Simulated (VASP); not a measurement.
# B3C2Br (P-3m1) in VASP: further runs, part 2 of 2

VASP 6.6.1. The steps go on from the part before.

## (4) Relaxation of cell and atoms, PBE

INCAR reads:

```
SYSTEM = B3C2Br
PREC = Accurate ; ENCUT = 600
EDIFF = 1E-6 ; ISMEAR = 0
SIGMA = 0.1 ; LREAL = .False.
LASPH = .True. ; NELM = 60
ALGO = Normal ; ISIF = 3
LWAVE = .False. ; LCHARG = .False.
GGA = PE ; IBRION = 2
NSW = 90 ; EDIFFG = -0.04
```

KPOINTS reads:

```
regular mesh
0
Gamma
  6 6 4
  0 0 0
```

POSCAR reads:

```
B3C2Br
1.0
    4.1128381800      0.0000000000      0.0000000000
   -2.0564190900      3.5618223400      0.0000000000
    0.0000000000      0.0000000000      6.6031536100
B C Br
3 2 1
Direct
    0.6666666700      0.3333333300      0.3575947000
    0.3333333300      0.6666666700      0.6424053000
    0.0000000000      0.0000000000      0.5000000000
    0.6666666700      0.3333333300      0.7436280300
    0.3333333300      0.6666666700      0.2563719700
    0.0000000000      0.0000000000      0.0000000000
```

Potentials or basis: VASP PAW PBE potentials, release 64 (B, C, Br).

The run is started by

```console
$ cat potpaw_PBE.64/B/POTCAR potpaw_PBE.64/C/POTCAR potpaw_PBE.64/Br/POTCAR > POTCAR
$ mpirun -np 1 vasp_std > vasp.out
```

OUTCAR:

```text
SYSTEM = B3C2Br
   PREC = Accurate
   ENCUT = 600
   EDIFF = 1E-6
   ISMEAR = 0
   LREAL = .False.
   LASPH = .True.
   NELM = 60
   ISIF = 3
   GGA = PE
   IBRION = 2
   NSW = 90
   EDIFFG = -0.04

 ion  position               nearest neighbor table
   1  0.667  0.333  0.358-
   2  0.333  0.667  0.642-
   3  0.000  0.000  0.500-
   4  0.667  0.333  0.744-
   5  0.333  0.667  0.256-
   6  0.000  0.000  0.000-

  LATTYP: Found a hexagonal cell.
 ALAT       =     4.1128381800
 C/A-ratio  =     1.6054980335

  Lattice vectors:

 A1 = (   4.1128381800,   0.0000000000,   0.0000000000)
 A2 = (  -2.0564190900,   3.5618223400,   0.0000000000)
 A3 = (   0.0000000000,   0.0000000000,   6.6031536100)

Analysis of symmetry for initial positions (statically):
=====================================================================
 Subroutine PRICEL returns:
 Original cell was already a primitive cell.

 Routine SETGRP: Setting up the symmetry group for a
 hexagonal supercell.

 Subroutine GETGRP returns: Found 12 space group operations
 (whereof 12 operations were pure point group operations)
[... 151 lines left out ...]
   IVDW    =     0    specifies the selected vdW correction
   LEPSILON=     F    determine dielectric tensor
   LRPA    =     F    only Hartree local field effects (RPA)
 conjugate gradient relaxation of ions
 non-spin polarized calculation
 Gauss-broadening in eV      SIGMA  =   0.10
  energy-cutoff  :      600.00
  volume of cell :       96.73
 maximum number of plane-waves:      3261
 NGX is ok and might be reduce to    36
   NGX = 17   NGY = 17   NGZ = 27

--------------------------------------- Ionic step        1  -------------------------------------------

 number of electron      24.0000001 magnetization

 Free energy of the ion-electron system (eV)
  ---------------------------------------------------
  ext. energy  EPLUGINS =         0.00000000
  ---------------------------------------------------
  free energy    TOTEN  =       -19.87059778 eV

  energy without entropy =      -19.84439501  energy(sigma->0) =      -19.85749639

 E-fermi :   1.4941     XC(G=0):  -9.4804

 val. band max:        1.4771644015   @ k =   0.3333   0.1667   0.0000
 cond. band min:       1.5074570328   @ k =   0.0000   0.0000   0.2500
 fundamental gap:      0.0302926313
 Fermi energy:         1.4940642667
[... 1021 lines left out ...]
      3      -3.1641      2.00000
      4      -1.4700      2.00000
      5       0.2847      2.00000
      6       0.5518      2.00000
[... 8 lines left out ...]
     15      11.9051      0.00000
     16      14.7974      0.00000

[... ionic steps 4 to 26 ...]

--------------------------------------- Ionic step       27  -------------------------------------------

 number of electron      23.9999993 magnetization

------------------------ aborting loop because EDIFF is reached ----------------------------------------
[... 75 lines left out ...]
--------------------------------------- Ionic step       29  -------------------------------------------

 number of electron      23.9999993 magnetization

 Free energy of the ion-electron system (eV)
  ---------------------------------------------------
  ext. energy  EPLUGINS =         0.00000000
  ---------------------------------------------------
  free energy    TOTEN  =       -35.02400343 eV

  energy without entropy =      -35.01926342  energy(sigma->0) =      -35.02163343

 E-fermi :   4.7346     XC(G=0): -10.5960

 val. band max:        4.6194901724   @ k =   0.1667   0.0000   0.5000
 cond. band min:       4.8377959105   @ k =   0.3333  -0.0000   0.5000
 fundamental gap:      0.2183057381
 Fermi energy:         4.7346042854
[... 487 lines left out ...]
  FREE ENERGIE OF THE ION-ELECTRON SYSTEM (eV)
  ---------------------------------------------------
  free  energy   TOTEN  =       -35.0240034327 eV

  energy  without entropy=      -35.0192634175  energy(sigma->0) =      -35.02163343

 reached required accuracy - stopping structural energy minimisation
```

CONTCAR:

```text
B3C2Br
   1.00000000000000
     2.7357871480988680   -0.0000000000000000    0.0000000000000000
    -1.3678935740494340    2.3692611709616820   -0.0000000000000000
    -0.0000000000000000    0.0000000000000000    9.8117911061202125
  B               C               Br
     3     2     1
Direct
     0.6666666699999979    0.3333333300000021    0.3419783368208120
     0.3333333300000021    0.6666666699999979    0.6580216631791883
     0.0000000000000000    0.0000000000000000    0.5000000000000000
     0.6666666699999979    0.3333333300000021    0.6524939107605126
     0.3333333300000021    0.6666666699999979    0.3475060892394873
     0.0000000000000000    0.0000000000000000    0.0000000000000000

  0.00000000E+00  0.00000000E+00  0.00000000E+00
  0.00000000E+00  0.00000000E+00  0.00000000E+00
  0.00000000E+00  0.00000000E+00  0.00000000E+00
  0.00000000E+00  0.00000000E+00  0.00000000E+00
  0.00000000E+00  0.00000000E+00  0.00000000E+00
  0.00000000E+00  0.00000000E+00  0.00000000E+00
```

Wall time 14 min (1 thread of Oxide Virtual Turin-like, shared host); peak memory 0.28 GiB.

What came out:

| Quantity | Value |
| --- | --- |
| Free energy | -35.0240 eV |
| Relaxed volume | 10.60 Å³/atom |
| Relaxed cell | a = 2.736 Å, b = 2.736 Å, c = 9.812 Å, α = 90.00°, β = 90.00°, γ = 120.00° |
| Space group after relaxing (to 0.1 Å) | P-3m1 (No. 164) |
| Pressure after relaxing | 0.0 GPa |
| Largest force after relaxing | 0.009 eV/Å |
| Band gap on the k mesh | zero (bands 12 and 13 overlap by 3.61 eV) |

Forces in eV/Å, atoms in the order of the input:
```
B    0.000  0.000 -0.002
B    0.000  0.000  0.002
B    0.000  0.000  0.000
C    0.000  0.000 -0.009
C    0.000  0.000  0.009
Br   0.000  0.000  0.000
```

Final structure:
```cif
data_structure
_symmetry_space_group_name_H-M 'P 1'
_symmetry_Int_Tables_number 1
_cell_length_a 2.7358
_cell_length_b 2.7358
_cell_length_c 9.8118
_cell_angle_alpha 90.000
_cell_angle_beta 90.000
_cell_angle_gamma 120.000
_cell_volume 63.60
loop_
_atom_site_label
_atom_site_type_symbol
_atom_site_fract_x
_atom_site_fract_y
_atom_site_fract_z
_atom_site_occupancy
B1 B 0.66667 0.33333 0.34198 1
B2 B 0.33333 0.66667 0.65802 1
B3 B 0.00000 0.00000 0.50000 1
C1 C 0.66667 0.33333 0.65249 1
C2 C 0.33333 0.66667 0.34751 1
Br1 Br 0.00000 0.00000 0.00000 1
```

Caveat: the volume moved by over 15 % at a fixed basis, so the end points are rough; this functional lacks dispersion, which binds layers or chains, so the pressure and a relaxed spacing across them are unreliable.

## (5) The runs side by side

```csv
task,spin,cell,k mesh,cutoff (eV),gap on the mesh (eV),pressure (GPa),largest force (eV/Å)
single point,off,"a = 4.113, b = 4.113, c = 6.603 Å, angles 90.0, 90.0, 120.0°, 6 atoms, atomic positions A",6 × 6 × 4,520,none,-22.2,1.26
single point,collinear,"a = 2.736, b = 2.736, c = 10.942 Å, angles 90.0, 90.0, 120.0°, 6 atoms, atomic positions B",6 × 6 × 2,520,none,0.2,0.02
relaxation of cell and atoms,off,"relaxed from a = 4.113, b = 4.113, c = 6.603 Å, angles 90.0, 90.0, 120.0°, 6 atoms, atomic positions A",6 × 6 × 4,600,none,0.0,0.01
```

Alike in all rows: level PBE; potentials or basis VASP PAW PBE potentials, release 64 (B, C, Br); smearing gaussian 0.1 eV.

Caveats: some runs use coarse meshes; this functional lacks dispersion, which binds layers or chains, so the pressure and a relaxed spacing across them are unreliable (at least some runs); the stress differs along the axes, from -28 to -11 GPa (at least some runs); forces of over 1 eV/Å act on the atoms, so gaps and moduli don't describe the material at rest (at least some runs); the volume moved by over 15 % at a fixed basis, so the end points are rough (at least some runs).

Absolute energies hang on the potentials; compare differences alone.

The gap in the log of VASP goes by the Fermi energy; the results here count the filled bands.